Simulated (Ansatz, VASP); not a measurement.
Sn: VASP beside Ansatz

```
Sn
1.0
     0.00000    3.32732    3.32732
     3.32732    0.00000    3.32732
     3.32732    3.32732    0.00000
Sn
2
Direct
  0.00000 0.00000 0.00000
  0.25000 0.25000 0.25000
```

Alike in both runs: functional PBE; k mesh 12 × 12 × 12; occupations gaussian, width 0.1 eV; no spin polarisation.

Ansatz relaxed the structure, and its values are those at the end. VASP's run is a single point on that final structure, the one shown.

|  | VASP | Ansatz |
| --- | --- | --- |
| version | VASP 6.6.1 | Ansatz 0.2.0 |
| potentials or method | VASP PAW PBE potentials, release 64 (Sn_d), cutoff 520 eV | scalar-relativistic, plane waves, PAW |
| valence electrons in the cell | 28 | 28 |

```csv
,VASP,Ansatz,Ansatz less VASP
gap on the k mesh at the Fermi level (eV),none,none,-
pressure (GPa),0.0,0.0,+0.05
```

A gap of «none» marks a metal or a gap that the smearing closes. With one functional, cell and mesh, what is left measures potentials, basis and numerics.
